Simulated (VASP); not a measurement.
Set up this calculation in VASP 6.6.1, as the native input.

| Property | Result |
| --- | --- |
| Task | single point |
| Functional | PBE |
| Potentials or basis | VASP PAW PBE potentials, release 64 (V_sv) |
| Cutoff | 520 eV |
| k mesh | 14 × 14 × 14 |
| Occupations | fermi-dirac, width 0.08 eV |
| Spin | no spin polarisation |
| Dipole correction | no |
| Further INCAR settings | ALGO = Normal; EDIFF = 1e-07; NBANDS = 20 |

The structure of V lies in POSCAR:

```
V
1.0
    0.0000000000      2.5035137312      2.5035137312
    2.5035137312      0.0000000000      2.5035137312
    2.5035137312      2.5035137312      0.0000000000
V
2
Direct
   -0.1250000000     -0.1250000000     -0.1250000000
    0.1250000000      0.1250000000      0.1250000000
```

This cell differs from its parent crystal: volume scaled by 0.84.

These files were run (other wordings do the same):

INCAR

```
ALGO = Normal
EDIFF = 1E-7
ENCUT = 520
GGA = PE
ISIF = 2
ISMEAR = -1
LASPH = True
LCHARG = True
LELF = True
LREAL = False
LVHAR = True
LWAVE = False
NBANDS = 20
NELM = 60
PREC = Accurate
SIGMA = 0.08
```

KPOINTS

```
k-points
0
Gamma
  14 14 14
```

Potentials or basis: VASP PAW PBE potentials, release 64 (V_sv).

Command:

```console
$ cat potpaw_PBE.64/V_sv/POTCAR > POTCAR
$ mpirun -np 1 vasp_std > vasp.out
```

It gave:

```
Pressure               : 16.8 GPa
Band gap on the k mesh : zero (band 13 reaches 8.74 eV, above the bottom of band 14 at 7.24 eV)
```

Wall time 34 s on 1 thread of Intel Xeon 6975P-C (shared host), peak memory 0.19 GiB.
